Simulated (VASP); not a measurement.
Runs of VASP 6.6.1 on AlN. The structure is that of space group I-4m2 (No. 119), or close to it. The cells are those of the table. 

| cell | gap on the mesh (eV) | pressure (GPa) |
| --- | --- | --- |
| a = 2.938, b = 2.938, c = 3.089 Å, angles 58.3, 58.3, 63.4°, 2 atoms | 2.86 | 30.6 |
| a = 2.975, b = 2.975, c = 3.089 Å, angles 58.7, 58.7, 62.5°, 2 atoms | 2.96 | (b) |
| a = 3.012, b = 3.012, c = 3.089 Å, angles 59.2, 59.2, 61.7°, 2 atoms | (a) | (c) |
| a = 3.247, b = 3.247, c = 3.089 Å, angles 61.6, 61.6, 56.8°, 2 atoms | 2.97 | -12.7 |
| a = 3.227, b = 3.227, c = 3.089 Å, angles 61.4, 61.4, 57.2°, 2 atoms | 3.01 | -10.9 |

Alike in all rows: task single point; level PBE; potentials or basis VASP PAW PBE potentials, release 64 (Al, N); no spin polarisation; k mesh 10 × 10 × 10; cutoff (eV) 520; smearing gaussian 0.05 eV.

Problem. Fill in the values left out.

Solution. (a) 3.07; (b) 23.1; (c) 16.3.

A k mesh can miss the band edges.
